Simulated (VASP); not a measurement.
InAs: single point with LDA

Crystal: InAs.

```xyz
2
Lattice="0.0000 2.8479 2.8479 2.8479 0.0000 2.8479 2.8479 2.8479 0.0000" Properties=species:S:1:pos:R:3 pbc="T T T"
In    2.9752    2.8479    2.8479
As   -0.1952    0.0000    0.0000
```

| Property | Result |
| --- | --- |
| Program | VASP 6.6.1 |
| Task | single point |
| Functional | LDA |
| Potentials or basis | VASP PAW LDA potentials, release 64 (In_d, As) |
| Cutoff | 500 eV |
| k mesh | 14 × 14 × 14 |
| Occupations | gaussian, width 0.15 eV |
| Spin | no spin polarisation |
| Dipole correction | no |
| Further INCAR settings | ALGO = Normal; EDIFF = 1e-06; NBANDS = 16 |

The pressure is -0.6 GPa, the largest force is 1.119 eV/Å and the band gap on the k mesh is zero (band 9 reaches 6.51 eV, above the bottom of band 10 at 3.78 eV).

Forces in eV/Å, atoms in the order of the input:
```
In  -1.119  0.000  0.000
As   1.119  0.000  0.000
```

Stress tensor (GPa, compression positive):
```
 6.84  0.00  0.00
 0.00 -4.28  0.00
 0.00  0.00 -4.28
```

Levels at points of the mesh, in eV from the Fermi level:
| k point | band 7 | band 8 | band 9 | band 10 | band 11 | band 12 |
| --- | --- | --- | --- | --- | --- | --- |
| (0.00, 0.00, 0.00) | -0.50 | -0.23 | -0.02 | -0.02 | 6.32 | 6.32 |
| (0.50, 0.00, 0.00) | -6.60 | -0.04 | 0.22 | 2.17 | 3.39 | 3.74 |
| (0.50, 0.50, 0.00) | -4.80 | -3.12 | -2.10 | -2.01 | 3.59 | 9.61 |
| (0.00, 0.50, 0.50) | -5.32 | -2.43 | -2.25 | -2.25 | 3.93 | 9.45 |

It took 2.5 min on 1 thread of Intel Xeon 6975P-C, with other jobs on the host, peak memory 0.29 GiB.

Caveat: spin-orbit coupling is left out, which moves the levels of the heavy elements; forces of over 1 eV/Å act on the atoms, so gaps and moduli don't describe the material at rest.
